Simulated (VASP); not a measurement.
AsAu (zincblende type):

```
Au As
1.0
     0.00000    2.92028    2.92028
     2.92028    0.00000    2.92028
     2.92028    2.92028    0.00000
Au As
1 1
Direct
  0.00000 0.00000 0.00000
  0.25000 0.25000 0.25000
```

Base run:

- Program: VASP 6.6.1
- Functional: PBE
- Potentials or basis: VASP PAW PBE potentials, release 64 (Au, As)
- Cutoff: 520 eV
- k mesh: 11 × 11 × 11
- Occupations: fermi-dirac, width 0.08 eV
- Spin: non-collinear spin, zero start, spin-orbit coupling
- Starting moments: [[0.0, 0.0, 0.0], [0.0, 0.0, 0.0]] μB

Its results: pressure -0.5 GPa.

The run is repeated on the same cell with these changes: spin from non-collinear spin, zero start, spin-orbit coupling to no spin polarisation; further incar settings from ALGO = Normal; EDIFF = 1e-07; NBANDS = 28 to ALGO = Normal; EDIFF = 1e-07; NBANDS = 15. What comes out?

Pressure -0.1 GPa.
